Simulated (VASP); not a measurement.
Runs of VASP 6.6.1 on Hf. The structure is that of space group P6_3/mmc (No. 194), or close to it. The cells are those of the table. 

```csv
cell,further INCAR settings,gap on the mesh (eV),pressure (GPa)
"a = 3.101, b = 3.101, c = 4.906 Å, angles 90.0, 90.0, 120.0°, 2 atoms",ALGO = Fast; EDIFF = 1e-06; NBANDS = 17,none,(a)
"a = 3.293, b = 3.293, c = 5.058 Å, angles 90.0, 90.0, 120.0°, 2 atoms",ALGO = Fast; EDIFF = 1e-07; NBANDS = 17,none,(b)
"a = 3.293, b = 3.293, c = 5.210 Å, angles 90.0, 90.0, 120.0°, 2 atoms",ALGO = Fast; EDIFF = 1e-06; NBANDS = 17,none,-11.7
"a = 3.101, b = 3.101, c = 5.210 Å, angles 90.0, 90.0, 120.0°, 2 atoms",ALGO = Fast; EDIFF = 1e-07; NBANDS = 17,none,-0.9
"a = 3.149, b = 3.149, c = 4.906 Å, angles 90.0, 90.0, 120.0°, 2 atoms",ALGO = Fast; EDIFF = 1e-06; NBANDS = 17,none,2.7
"a = 3.197, b = 3.197, c = 4.982 Å, angles 90.0, 90.0, 120.0°, 2 atoms",ALGO = Fast; EDIFF = 1e-06; NBANDS = 17,none,-2.5
"a = 3.197, b = 3.197, c = 5.134 Å, angles 90.0, 90.0, 120.0°, 2 atoms",ALGO = Fast; EDIFF = 1e-06; NBANDS = 17,none,-5.6
"a = 3.197, b = 3.197, c = 5.210 Å, angles 90.0, 90.0, 120.0°, 2 atoms",ALGO = Fast; EDIFF = 1e-07; NBANDS = 17,none,-7.0
"a = 3.293, b = 3.293, c = 4.906 Å, angles 90.0, 90.0, 120.0°, 2 atoms",ALGO = Fast; EDIFF = 1e-06; NBANDS = 17,none,-6.5
"a = 3.101, b = 3.101, c = 4.982 Å, angles 90.0, 90.0, 120.0°, 2 atoms",ALGO = Fast; EDIFF = 1e-07; NBANDS = 17,none,4.5
"a = 3.101, b = 3.101, c = 5.058 Å, angles 90.0, 90.0, 120.0°, 2 atoms",ALGO = Fast; EDIFF = 1e-06; NBANDS = 17,none,2.6
"a = 3.197, b = 3.197, c = 4.906 Å, angles 90.0, 90.0, 120.0°, 2 atoms",ALGO = Fast; EDIFF = 1e-06; NBANDS = 17,none,-0.7
```

Alike in all rows: task single point; level PBEsol; potentials or basis VASP PAW PBE potentials, release 64 (Hf_pv); no spin polarisation; k mesh 18 × 18 × 10; cutoff (eV) 520; smearing gaussian 0.15 eV.

Task: Estimate the missing entries.

Result: (a) 6.7; (b) -9.4.

Caveats: the PAW data sets were made with another functional, which shifts forces and pressure a little; spin-orbit coupling is left out, which moves the levels of the heavy elements.

A k mesh can miss the band edges, and the runs leave out spin-orbit coupling on Hf.

A gap of «none» marks levels without a gap at the run's occupations.
